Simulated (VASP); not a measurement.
Input of a VASP 6.6.1 run:

The input INCAR:

```
ALGO = Normal
EDIFF = 1E-7
ENCUT = 520
GGA = PE
GGA_COMPAT = False
ISIF = 2
ISMEAR = -1
LASPH = True
LCHARG = False
LMAXMIX = 4
LORBIT = 11
LORBMOM = True
LREAL = False
LSORBIT = True
LWAVE = False
MAGMOM = 0 0 0 0 0 0 0 0 0
NBANDS = 35
NELM = 150
PREC = Accurate
SIGMA = 0.05
```

The input KPOINTS:

```
k-points
0
Gamma
  8 8 5
```

Contents of POSCAR:

```
PtSe2
1.0
    3.7730056198      0.0000000000      0.0000000000
   -1.8865028099      3.2675187154      0.0000000000
    0.0000000000      0.0000000000      5.1286129021
Pt Se
1 2
Direct
    0.0000000000      0.0000000000      0.0000000000
    0.6666666667      0.3333333333      0.7500000000
    0.3333333333      0.6666666667      0.2500000000
```

Potentials or basis: VASP PAW PBE potentials, release 64 (Pt, Se).

Command:

```console
$ cat potpaw_PBE.64/Pt/POTCAR potpaw_PBE.64/Se/POTCAR > POTCAR
$ mpirun -np 1 vasp_ncl > vasp.out
```

**Question.** Predict the pressure.

**Answer.** 2.2 GPa.

**Question.** Predict the largest force.

**Answer.** 0.155 eV/Å.

**Question.** Predict the net moment.

**Answer.** 0.00 μB per cell.

Stress tensor (GPa, compression positive):
```
2.20 0.00 0.00
0.00 2.20 0.00
0.00 0.00 2.30
```
